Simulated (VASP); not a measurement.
Set up this calculation in VASP 6.6.1, as the native input.

| Quantity | Value |
| --- | --- |
| Task | single point |
| Functional | LDA |
| Potentials or basis | VASP PAW LDA potentials, release 64 (La, Bi_d) |
| Cutoff | 520 eV |
| k mesh | 9 × 9 × 9 |
| Occupations | fermi-dirac, width 0.1 eV |
| Spin | no spin polarisation |
| Dipole correction | no |
| Further INCAR settings | ALGO = Normal; EDIFF = 1e-07; NBANDS = 20 |

The structure of LaBi lies in POSCAR:

```
LaBi
1.0
    0.0000000000      3.2517458382      3.2517458382
    3.2517458382      0.0000000000      3.2517458382
    3.2517458382      3.2517458382      0.0000000000
La Bi
1 1
Direct
    0.0000000000      0.0000000000      0.0000000000
    0.5000000000      0.5000000000      0.5000000000
```

The input as run:

INCAR

```
SYSTEM = LaBi
PREC = Accurate
ENCUT = 520
EDIFF = 1E-7
ISMEAR = -1
SIGMA = 0.1
LREAL = .FALSE.
LASPH = .TRUE.
NELM = 80
ALGO = Normal
ISIF = 2
LWAVE = .FALSE.
LCHARG = .FALSE.
NBANDS = 20
```

KPOINTS

```
Automatic mesh
0
G
  9 9 9
  0 0 0
```

Potentials or basis: VASP PAW LDA potentials, release 64 (La, Bi_d).

The run is started by

```console
$ cat potpaw_LDA.64/La/POTCAR potpaw_LDA.64/Bi_d/POTCAR > POTCAR
$ mpirun -np 1 vasp_std > vasp.out
```

Results of the run:

The pressure is 0.0 GPa and the band gap on the k mesh is zero (band 13 reaches 7.24 eV, above the bottom of band 14 at 6.73 eV).

Caveat: spin-orbit coupling is left out, which moves the levels of the heavy elements.

Wall time 34 s on 1 thread of AMD EPYC 9R45 96-Core Processor (Zen 5), on a shared host, peak memory 0.18 GiB.
